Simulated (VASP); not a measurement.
# SrCl2 (Fm-3m) in VASP: a series of runs

SrCl2 is run at these levels: LDA; tasks: electric field gradients.

Program: VASP 6.6.1. These are calculated values, not measurements. Logs are shortened: lines on timing, memory, paths and dates and some standing lists are left out, and cuts for length are marked.

## (1) The cell of the first run

Symmetry: Fm-3m, No. 225, cubic system. Conventional cell: a = 7.063 Å, b = 7.063 Å, c = 7.063 Å, α = 90.00°, β = 90.00°, γ = 90.00°. Within 4.0 Å of Sr (site symmetry m-3m) lie 8 Cl at 3.06 Å. Within 4.0 Å of Cl (site symmetry -43m) lie 4 Sr at 3.06 Å and 6 Cl at 3.53 Å.

## (2) Electric field gradients, LDA (29.36 Å³/atom)

The input, INCAR:

```
  PREC = Accurate
  ENCUT = 520
  EDIFF = 1E-8
  ISMEAR = -1
  SIGMA = 0.01
  LREAL = False
  LASPH = True
  NELM = 80
  ALGO = Normal
  ISIF = 2
  LWAVE = False
  LCHARG = False
  GGA = CA
  LEFG = True
  NBANDS = 19
```

The input, KPOINTS:

```
regular mesh
0
Gamma
  8 8 8
```

The input, POSCAR:

```
SrCl2
1.0
    0.0000000000      3.5313671020      3.5313671020
    3.5313671020      0.0000000000      3.5313671020
    3.5313671020      3.5313671020      0.0000000000
Sr Cl
1 2
Direct
    0.0000000000      0.0000000000      0.0000000000
    0.2500000000      0.2500000000      0.2500000000
    0.7500000000      0.7500000000      0.7500000000
```

Potentials or basis: VASP PAW LDA potentials, release 64 (Sr_sv, Cl).

On the command line:

```sh
> cat potpaw_LDA.64/Sr_sv/POTCAR potpaw_LDA.64/Cl/POTCAR > POTCAR
> mpirun -np 1 vasp_std > vasp.out
```

OUTCAR:

```text
PREC = Accurate
   ENCUT = 520
   EDIFF = 1E-8
   ISMEAR = -1
   LREAL = False
   LASPH = True
   NELM = 80
   ISIF = 2
   GGA = CA

 ion  position               nearest neighbor table
   1  0.000  0.000  0.000-   3 3.06   3 3.06   3 3.06   2 3.06   2 3.06   2 3.06   3 3.06   2 3.06

   2  0.250  0.250  0.250-   1 3.06   1 3.06   1 3.06   1 3.06
   3  0.750  0.750  0.750-   1 3.06   1 3.06   1 3.06   1 3.06

  LATTYP: Found a face centered cubic cell.
 ALAT       =     7.0627342040

  Lattice vectors:

 A1 = (   0.0000000000,   3.5313671020,   3.5313671020)
 A2 = (   3.5313671020,   0.0000000000,   3.5313671020)
 A3 = (   3.5313671020,   3.5313671020,   0.0000000000)

Analysis of symmetry for initial positions (statically):
=====================================================================
 Subroutine PRICEL returns:
 Original cell was already a primitive cell.

 Routine SETGRP: Setting up the symmetry group for a
 face centered cubic supercell.

 Subroutine GETGRP returns: Found 48 space group operations
 (whereof 48 operations were pure point group operations)
 out of a pool of 48 trial point group operations.

The static configuration has the point symmetry O_h .

Analysis of symmetry for dynamics (positions and initial velocities):
=====================================================================
 Subroutine PRICEL returns:
 Original cell was already a primitive cell.

 Routine SETGRP: Setting up the symmetry group for a
 face centered cubic supercell.

 Subroutine GETGRP returns: Found 48 space group operations
 (whereof 48 operations were pure point group operations)
 out of a pool of 48 trial point group operations.

The dynamic configuration has the point symmetry O_h .

 Subroutine INISYM returns: Found 48 space group operations
 (whereof 48 operations are pure point group operations),
 and found     1 'primitive' translations

----------------------------------------------------------------------------------------

                                     Primitive cell

  volume of cell :      88.0762

[... 127 lines left out ...]

 number of electron      23.9999996 magnetization

 Free energy of the ion-electron system (eV)
  ---------------------------------------------------
  ext. energy  EPLUGINS =         0.00000000
  ---------------------------------------------------
  free energy    TOTEN  =       -13.96167293 eV

  energy without entropy =      -13.96167293  energy(sigma->0) =      -13.96167293

 E-fermi :  -0.0705     XC(G=0):  -8.6448

 val. band max:       -0.2782185025   @ k =   0.5000   0.5000   0.0000
 cond. band min:       4.4720866929   @ k =   0.0000   0.0000   0.0000
 fundamental gap:      4.7503051955
 Fermi energy:        -0.0704880400

 k-point     1 :       0.0000    0.0000    0.0000
  band No.  band energies     occupation
      1     -33.0908      2.00000
      2     -15.1750      2.00000
      3     -15.1750      2.00000
      4     -15.1750      2.00000
      5     -13.4021      2.00000
      6     -12.5936      2.00000
[... 505 lines left out ...]
      6     -12.7448      2.00000
[... 11 lines left out ...]
     18       8.0994      0.00000
     19       8.6503      0.00000

 [... further k-points ...]

------------------------ aborting loop because EDIFF is reached ----------------------------------------

  FORCE on cell =-STRESS in cart. coord.  units (eV):
  Direction    XX          YY          ZZ          XY          YZ          ZX
  --------------------------------------------------------------------------------------
  -------------------------------------------------------------------------------------
  Total       -2.0738833     -2.0738833     -2.0738833      0.0000000     -0.0000000      0.0000000
  in kB      -37.7256132    -37.7256132    -37.7256132      0.0000000     -0.0000000      0.0000000
  external PRESSURE =     -37.7256132 kB  Pullay stress =       0.0000000 kB

 VOLUME and BASIS-vectors are now :
 -----------------------------------------------------------------------------
  energy-cutoff  :      520.00
  volume of cell :       88.08
      direct lattice vectors                 reciprocal lattice vectors
     0.000000000  3.531367102  3.531367102    -0.141588225  0.141588225  0.141588225
     3.531367102  0.000000000  3.531367102     0.141588225 -0.141588225  0.141588225
     3.531367102  3.531367102  0.000000000     0.141588225  0.141588225 -0.141588225

 POSITION                                       TOTAL-FORCE (eV/Angst)
 -----------------------------------------------------------------------------------
      0.00000      0.00000      0.00000        -0.000000     -0.000000     -0.000000
      1.76568      1.76568      1.76568        -0.000000     -0.000000     -0.000000
      5.29705      5.29705      5.29705         0.000000      0.000000      0.000000
 -----------------------------------------------------------------------------------
    total drift:                               -0.000000     -0.000000      0.000000

  FREE ENERGIE OF THE ION-ELECTRON SYSTEM (eV)
  ---------------------------------------------------
  free  energy   TOTEN  =       -13.9616729335 eV

  energy  without entropy=      -13.9616729335  energy(sigma->0) =      -13.96167293

 Electric field gradients (V/A^2)
---------------------------------------------------------------------
 ion       V_xx      V_yy      V_zz      V_xy      V_xz      V_yz
---------------------------------------------------------------------
   1      -0.000    -0.000     0.000    -0.000    -0.000    -0.000
   2       0.000     0.000     0.000     0.000     0.000     0.000
   3       0.000     0.000     0.000     0.000     0.000     0.000
---------------------------------------------------------------------

 Electric field gradients after diagonalization (V/A^2)
 (convention: |V_zz| > |V_xx| > |V_yy|)
----------------------------------------------------------------------
 ion       V_xx      V_yy      V_zz     asymmetry (V_yy - V_xx)/ V_zz
----------------------------------------------------------------------
   1       0.000     0.000    -0.000       0.000
   2      -0.000    -0.000     0.000       0.000
   3      -0.000    -0.000     0.000       0.000
----------------------------------------------------------------------

           NMR quadrupolar parameters

 Cq : quadrupolar parameter    Cq=e*Q*V_zz/h
 eta: asymmetry parameters     (V_yy - V_xx)/ V_zz
 Q  : nuclear electric quadrupole moment in mb (millibarn)
----------------------------------------------------------------------
 ion       Cq(MHz)       eta       Q (mb)
----------------------------------------------------------------------
   1      -0.000       0.000       1.000
   2       0.000       0.000       1.000
   3       0.000       0.000       1.000
----------------------------------------------------------------------
```

It took 50 s on 1 thread of Intel Xeon Platinum 8259CL at 2.50GHz (Skylake/Cascade Lake), shared host; peak memory 0.21 GiB.

Results:

```yaml
Free_energy: -13.9617 eV
Pressure: -3.8 GPa
Band_gap_on_the_k_mesh: 4.75 eV (least direct gap 5.08 eV)
Largest_electric_field_gradient_by_atom: zero within the noise of the run
```

Caveat: the cell stands under tension.

## (3) Electric field gradients, LDA (26.54 Å³/atom)

This run uses another cell than the first one, of 26.54 Å³/atom.

The input, INCAR:

```
PREC = Accurate
ENCUT = 520
EDIFF = 1E-8
ISMEAR = -1
SIGMA = 0.01
LREAL = F
LASPH = T
NELM = 80
ALGO = Normal
ISIF = 2
LWAVE = F
LCHARG = F
GGA = CA
LEFG = T
NBANDS = 19
```

KPOINTS is that of step 2.

The input, POSCAR:

```
SrCl2
1.0
    0.0000000000      3.4143473819      3.4143473819
    3.4143473819      0.0000000000      3.4143473819
    3.4143473819      3.4143473819      0.0000000000
Sr Cl
1 2
Direct
    0.0000000000      0.0000000000      0.0000000000
    0.2500000000      0.2500000000      0.2500000000
    0.7500000000      0.7500000000      0.7500000000
```

Potentials or basis: VASP PAW LDA potentials, release 64 (Sr_sv, Cl).

On the command line:

```sh
> cat potpaw_LDA.64/Sr_sv/POTCAR potpaw_LDA.64/Cl/POTCAR > POTCAR
> mpirun -np 1 vasp_std > vasp.out
```

OUTCAR:

```text
PREC = Accurate
   ENCUT = 520
   EDIFF = 1E-8
   ISMEAR = -1
   LREAL = F
   LASPH = T
   NELM = 80
   ISIF = 2
   GGA = CA

 ion  position               nearest neighbor table
   1  0.000  0.000  0.000-   3 2.96   3 2.96   3 2.96   2 2.96   2 2.96   2 2.96   3 2.96   2 2.96

   2  0.250  0.250  0.250-   1 2.96   1 2.96   1 2.96   1 2.96
   3  0.750  0.750  0.750-   1 2.96   1 2.96   1 2.96   1 2.96

  LATTYP: Found a face centered cubic cell.
 ALAT       =     6.8286947638

  Lattice vectors:

[... 746 lines left out ...]

  energy  without entropy=      -14.0775259985  energy(sigma->0) =      -14.07752600

 Electric field gradients (V/A^2)
---------------------------------------------------------------------
 ion       V_xx      V_yy      V_zz      V_xy      V_xz      V_yz
---------------------------------------------------------------------
   1      -0.000    -0.000    -0.000    -0.000    -0.000    -0.000
   2       0.000     0.000     0.000     0.000     0.000     0.000
   3       0.000     0.000     0.000     0.000     0.000     0.000
---------------------------------------------------------------------

 Electric field gradients after diagonalization (V/A^2)
 (convention: |V_zz| > |V_xx| > |V_yy|)
----------------------------------------------------------------------
 ion       V_xx      V_yy      V_zz     asymmetry (V_yy - V_xx)/ V_zz
----------------------------------------------------------------------
   1       0.000     0.000    -0.000       0.000
   2      -0.000    -0.000     0.000       0.000
   3      -0.000    -0.000     0.000       0.000
----------------------------------------------------------------------

           NMR quadrupolar parameters

 Cq : quadrupolar parameter    Cq=e*Q*V_zz/h
 eta: asymmetry parameters     (V_yy - V_xx)/ V_zz
 Q  : nuclear electric quadrupole moment in mb (millibarn)
----------------------------------------------------------------------
 ion       Cq(MHz)       eta       Q (mb)
----------------------------------------------------------------------
   1      -0.000       0.000       1.000
   2       0.000       0.000       1.000
   3       0.000       0.000       1.000
----------------------------------------------------------------------
```

Wall time 19 s (1 thread of Intel Xeon Platinum 8488C (Sapphire Rapids), shared host); peak memory 0.19 GiB.

Results:

```yaml
Free_energy: -14.0775 eV
Pressure: -0.4 GPa
Band_gap_on_the_k_mesh: 5.11 eV
Largest_electric_field_gradient_by_atom: zero within the noise of the run
```

## (4) Electric field gradients, LDA (26.54 Å³/atom)

This run uses another cell than the first one, of 26.54 Å³/atom.

The input, INCAR:

```
SYSTEM = SrCl2
PREC = Accurate
ENCUT = 520
EDIFF = 1E-8
ISMEAR = -1
SIGMA = 0.01
LREAL = .False.
LASPH = .True.
NELM = 60
ALGO = Normal
ISIF = 2
LWAVE = .False.
LCHARG = .False.
LEFG = .True.
NBANDS = 19
```

The input, KPOINTS:

```
regular mesh
0
Gamma
  8 8 8
  0 0 0
```

POSCAR is that of step 3.

Potentials or basis: VASP PAW LDA potentials, release 64 (Sr_sv, Cl).

On the command line:

```sh
> cat potpaw_LDA.64/Sr_sv/POTCAR potpaw_LDA.64/Cl/POTCAR > POTCAR
> mpirun -np 1 vasp_std > vasp.out
```

OUTCAR:

```text
SYSTEM = SrCl2
   PREC = Accurate
   ENCUT = 520
   EDIFF = 1E-8
   ISMEAR = -1
   LREAL = .False.
   LASPH = .True.
   NELM = 60
   ISIF = 2

 ion  position               nearest neighbor table
   1  0.000  0.000  0.000-   3 2.96   3 2.96   3 2.96   2 2.96   2 2.96   2 2.96   3 2.96   2 2.96

   2  0.250  0.250  0.250-   1 2.96   1 2.96   1 2.96   1 2.96
   3  0.750  0.750  0.750-   1 2.96   1 2.96   1 2.96   1 2.96

  LATTYP: Found a face centered cubic cell.
 ALAT       =     6.8286947638

  Lattice vectors:

 A1 = (   0.0000000000,   3.4143473819,   3.4143473819)
 A2 = (   3.4143473819,   0.0000000000,   3.4143473819)
 A3 = (   3.4143473819,   3.4143473819,   0.0000000000)

Analysis of symmetry for initial positions (statically):
=====================================================================
 Subroutine PRICEL returns:
 Original cell was already a primitive cell.

 Routine SETGRP: Setting up the symmetry group for a
 face centered cubic supercell.

 Subroutine GETGRP returns: Found 48 space group operations
 (whereof 48 operations were pure point group operations)
 out of a pool of 48 trial point group operations.

The static configuration has the point symmetry O_h .

Analysis of symmetry for dynamics (positions and initial velocities):
=====================================================================
 Subroutine PRICEL returns:
 Original cell was already a primitive cell.

 Routine SETGRP: Setting up the symmetry group for a
 face centered cubic supercell.
[... 165 lines left out ...]
      3     -14.2291      2.00000
      4     -14.2291      2.00000
      5     -13.0404      2.00000
      6     -12.0143      2.00000
[... 505 lines left out ...]
      6     -12.0841      2.00000
[... 11 lines left out ...]
     18       9.4426      0.00000
     19       9.6917      0.00000

 [... further k-points ...]

------------------------ aborting loop because EDIFF is reached ----------------------------------------

  FORCE on cell =-STRESS in cart. coord.  units (eV):
  Direction    XX          YY          ZZ          XY          YZ          ZX
  --------------------------------------------------------------------------------------
  -------------------------------------------------------------------------------------
  Total       -0.1847446     -0.1847446     -0.1847446      0.0000000     -0.0000000      0.0000000
  in kB       -3.7181703     -3.7181703     -3.7181703      0.0000000     -0.0000000      0.0000000
  external PRESSURE =      -3.7181703 kB  Pullay stress =       0.0000000 kB

 VOLUME and BASIS-vectors are now :
 -----------------------------------------------------------------------------
  energy-cutoff  :      520.00
  volume of cell :       79.61
      direct lattice vectors                 reciprocal lattice vectors
     0.000000000  3.414347382  3.414347382    -0.146440870  0.146440870  0.146440870
     3.414347382  0.000000000  3.414347382     0.146440870 -0.146440870  0.146440870
     3.414347382  3.414347382  0.000000000     0.146440870  0.146440870 -0.146440870

 POSITION                                       TOTAL-FORCE (eV/Angst)
 -----------------------------------------------------------------------------------
      0.00000      0.00000      0.00000         0.000000      0.000000      0.000000
      1.70717      1.70717      1.70717         0.000000      0.000000      0.000000
      5.12152      5.12152      5.12152        -0.000000     -0.000000     -0.000000
 -----------------------------------------------------------------------------------
    total drift:                                0.000000      0.000000      0.000000

  FREE ENERGIE OF THE ION-ELECTRON SYSTEM (eV)
  ---------------------------------------------------
  free  energy   TOTEN  =       -14.0775259985 eV

  energy  without entropy=      -14.0775259985  energy(sigma->0) =      -14.07752600

 Electric field gradients (V/A^2)
---------------------------------------------------------------------
 ion       V_xx      V_yy      V_zz      V_xy      V_xz      V_yz
---------------------------------------------------------------------
   1      -0.000    -0.000    -0.000    -0.000    -0.000    -0.000
   2       0.000     0.000     0.000     0.000     0.000     0.000
   3       0.000     0.000     0.000     0.000     0.000     0.000
---------------------------------------------------------------------

 Electric field gradients after diagonalization (V/A^2)
 (convention: |V_zz| > |V_xx| > |V_yy|)
----------------------------------------------------------------------
 ion       V_xx      V_yy      V_zz     asymmetry (V_yy - V_xx)/ V_zz
----------------------------------------------------------------------
   1       0.000     0.000    -0.000       0.000
   2      -0.000    -0.000     0.000       0.000
   3      -0.000    -0.000     0.000       0.000
----------------------------------------------------------------------

           NMR quadrupolar parameters

 Cq : quadrupolar parameter    Cq=e*Q*V_zz/h
 eta: asymmetry parameters     (V_yy - V_xx)/ V_zz
 Q  : nuclear electric quadrupole moment in mb (millibarn)
----------------------------------------------------------------------
 ion       Cq(MHz)       eta       Q (mb)
----------------------------------------------------------------------
   1      -0.000       0.000       1.000
   2       0.000       0.000       1.000
   3       0.000       0.000       1.000
----------------------------------------------------------------------
```

It took 21 s on 1 thread of Intel Xeon Platinum 8488C (Sapphire Rapids), shared host; peak memory 0.19 GiB.

What came out:

| Quantity | Value |
| --- | --- |
| Free energy | -14.0775 eV |
| Pressure | -0.4 GPa |
| Band gap on the k mesh | 5.11 eV |
| Largest electric field gradient by atom | zero within the noise of the run |

Levels at points of the mesh, in eV from the valence-band top:
| k point | band 8 | band 9 | band 10 | band 11 | band 12 | band 13 | band 14 | band 15 | band 16 | band 17 |
| --- | --- | --- | --- | --- | --- | --- | --- | --- | --- | --- |
| (0.00, 0.00, 0.00) | -2.43 | -2.43 | -0.37 | -0.37 | -0.37 | 5.13 | 5.78 | 5.78 | 8.81 | 8.81 |
| (0.50, 0.00, 0.00) | -1.82 | -1.69 | -1.50 | -1.17 | -1.17 | 6.48 | 6.48 | 7.52 | 7.52 | 8.76 |
| (0.50, 0.50, 0.00) | -2.08 | -2.08 | -0.48 | -0.48 | 0.00 | 5.11 | 6.98 | 7.49 | 8.03 | 8.03 |

A k mesh can miss the band edges.

(Part 1 of 2 ends here.)
